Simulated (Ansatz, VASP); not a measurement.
# In3Se in VASP and in Ansatz

```
In Se
1.0
     4.66842    0.00000    0.00000
     0.00000    4.66842    0.00000
     0.00000    0.00000    4.66842
In Se
3 1
Direct
  0.00000 0.50000 0.50000
  0.50000 0.00000 0.50000
  0.50000 0.50000 0.00000
  0.00000 0.00000 0.00000
```

Alike in both runs: functional PBEsol; k mesh 10 × 10 × 10; occupations gaussian, width 0.1 eV; no spin polarisation.

Ansatz relaxed the structure, and its values are those at the end. VASP's run is a single point on that final structure, the one shown.

```csv
,VASP,Ansatz
version,VASP 6.6.1,Ansatz 0.2.0
potentials or method,"VASP PAW PBE potentials, release 64 (In_d, Se), cutoff 520 eV","scalar-relativistic, plane waves, PAW"
valence electrons in the cell,45,55
```

```tsv
	VASP	Ansatz	Ansatz less VASP
gap on the k mesh at the Fermi level (eV)	none	none	-
pressure (GPa)	0.0	0.0	+0.02
```

VASP's potentials were made for PBE, not for PBEsol. A gap of «none» marks a metal or a gap that the smearing closes. With one functional, cell and mesh, what is left measures potentials, basis and numerics. VASP's potentials hold 45 valence electrons a cell and Ansatz's 55, so a difference there can come from the potentials and not from the codes.
